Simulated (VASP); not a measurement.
Here is a VASP 6.6.1 calculation.

File INCAR:

```
SYSTEM = NaCl
ALGO = Normal
EDIFF = 1E-6
ENCUT = 520
GGA = PE
ISIF = 2
ISMEAR = 0
LASPH = .True.
LCHARG = .False.
LREAL = .False.
LWAVE = .False.
NBANDS = 14
NELM = 80
PREC = Accurate
SIGMA = 0.05
```

File KPOINTS:

```
k-points
0
Gamma
  6 6 6
  0 0 0
```

File POSCAR:

```
NaCl
1.0
    3.5021900000      0.0000000000      0.0000000000
    0.0000000000      3.5021900000      0.0000000000
    0.0000000000      0.0000000000      3.5021900000
Na Cl
1 1
Direct
    0.0000000000      0.0000000000      0.0000000000
    0.4793932415      0.4793932415      0.4793932415
```

Potentials or basis: VASP PAW PBE potentials, release 64 (Na_pv, Cl).

Launch:

```sh
$ cat potpaw_PBE.64/Na_pv/POTCAR potpaw_PBE.64/Cl/POTCAR > POTCAR
$ mpirun -np 1 vasp_std > vasp.out
```

Problem. Predict the largest force.

Solution. 0.047 eV/Å.

Problem. What does it give for the pressure?

Solution. 0.2 GPa.

Problem. Predict the band gap on the k mesh.

Solution. 3.99 eV, indirect (least direct gap 4.48 eV).

Forces on the atoms (eV/Å):
```
Na  -0.027 -0.027 -0.027
Cl   0.027  0.027  0.027
```

Caveat: the cell differs from its parent crystal (all Cl atoms moved +0.125 Å, as atom 2 towards its neighbour atom 1 (Na) at 3.033 Å). A k mesh can miss the band edges.
